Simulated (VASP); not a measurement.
Runs of VASP 6.6.1 on AlGa3P4. The structure is that of space group P-43m (No. 215), or close to it. The cells are those of the table. 

```tsv
task	cell	k mesh	cutoff (eV)	smearing	gap on the mesh (eV)	pressure (GPa)	largest force (eV/Å)
single point	a = 5.507 Å, 8 atoms	6 × 6 × 6	520	gaussian 0.02 eV	1.64	(b)	0.01
single point	a = 5.330 Å, 8 atoms	4 × 4 × 4	520	gaussian 0.1 eV	1.52	9.5	-
single point	a = 5.498 Å, 8 atoms	4 × 4 × 4	520	gaussian 0.1 eV	1.65	(a)	0.01
relaxation of cell and atoms	relaxed from a = 5.498 Å, 8 atoms	6 × 6 × 6	600	gaussian 0.02 eV	1.64	0.0	0.01
```

Alike in all rows: level PBE; potentials or basis VASP PAW PBE potentials, release 64 (Al, Ga_d, P); no spin polarisation.

Fill in the values left out.

(a) 0.3; (b) -0.1.

A k mesh can miss the band edges, and the runs leave out spin-orbit coupling on Ga.
